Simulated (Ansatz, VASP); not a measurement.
Two plane-wave programs on Be3CdTe4

```xyz
8
Lattice="4.1264 0.0000 0.0000 0.0000 4.1264 0.0000 0.0000 0.0000 12.0707" Properties=species:S:1:pos:R:3 pbc="T T T"
Be    0.0000    0.0000    6.0353
Be    2.0632    2.0632    8.8093
Be    2.0632    2.0632    3.2614
Cd    0.0000    0.0000    0.0000
Te    0.0000    2.0632    7.4185
Te    2.0632    0.0000    4.6521
Te    2.0632    0.0000   10.1614
Te    0.0000    2.0632    1.9093
```

Alike in both runs: functional PBE; k mesh 8 × 8 × 4; occupations gaussian, width 0.02 eV; no spin polarisation.

Ansatz relaxed the structure, and its values are those at the end. VASP's run is a single point on that final structure, the one shown.

|  | VASP | Ansatz |
| --- | --- | --- |
| version | VASP 6.6.1 | Ansatz 0.2.0 |
| potentials or method | VASP PAW PBE potentials, release 64 (Be, Cd, Te), cutoff 520 eV | scalar-relativistic, plane waves, PAW |
| valence electrons in the cell | 42 | 90 |

|  | VASP | Ansatz | Ansatz less VASP |
| --- | --- | --- | --- |
| gap on the k mesh at the Fermi level (eV) | 1.79 | 1.80 | +0.012 |
| least direct gap on the mesh (eV) | 1.87 | 1.88 | +0.011 |
| pressure (GPa) | 0.1 | 0.0 | -0.13 |

VASP's potentials hold 42 valence electrons a cell and Ansatz's 90, so a difference there can come from the potentials and not from the codes.

Neither program's run includes spin-orbit coupling.
